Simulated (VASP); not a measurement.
A run of VASP 6.6.1 is set up as follows.

Contents of POSCAR:

```
SiC
1.0
    3.0751950059      0.0000000000      0.0000000000
   -1.5375975029      2.6631969967      0.0000000000
    0.0000000000      0.0000000000      5.0481668544
Si C
2 2
Direct
    0.4218479556      0.7109239778      0.0210939224
    0.7551812889      0.3775906445      0.5210939224
    0.3333333333      0.6666666667      0.3803971172
    0.6666666667      0.3333333333      0.8803971172
```

File INCAR.step1:

```
SYSTEM = SiC
PREC = Accurate
ENCUT = 520
ISMEAR = 0
SIGMA = 0.05
LREAL = .FALSE.
LASPH = .TRUE.
NELM = 100
NBANDS = 16
GGA = PE
ALGO = Normal
EDIFF = 1E-4
LWAVE = .TRUE.
LCHARG = .FALSE.
```

INCAR.step2

```
SYSTEM = SiC
PREC = Accurate
ENCUT = 520
EDIFF = 1E-6
ISMEAR = 0
SIGMA = 0.05
LREAL = .FALSE.
LASPH = .TRUE.
NELM = 100
ALGO = Normal
ISIF = 2
LWAVE = .FALSE.
LCHARG = .FALSE.
METAGGA = R2SCAN
LMIXTAU = .TRUE.
NBANDS = 16
ISTART = 1
```

The input KPOINTS:

```
Automatic mesh
0
G
  12 12 6
  0 0 0
```

Potentials or basis: VASP PAW PBE potentials, release 64 (Si, C).

Run with:

```console
$ cat potpaw_PBE.64/Si/POTCAR potpaw_PBE.64/C/POTCAR > POTCAR
$ cp INCAR.step1 INCAR
$ mpirun -np 1 vasp_std > vasp.out
$ cp INCAR.step2 INCAR
$ mpirun -np 1 vasp_std > vasp.out
```

(1) What does it give for the pressure?

(2) Estimate the band gap on the k mesh.

(3) What does it give for the largest force?

## Answers

(1) 6.3 GPa.

(2) 1.39 eV, indirect (least direct gap 3.80 eV).

(3) 5.406 eV/Å.

Caveat: the cell differs from its parent crystal (all Si atoms moved -0.250 Å, as atom 1 towards its neighbour atom 4 (C) at 1.883 Å); the PAW data sets were made with another functional, which shifts forces and pressure a little.
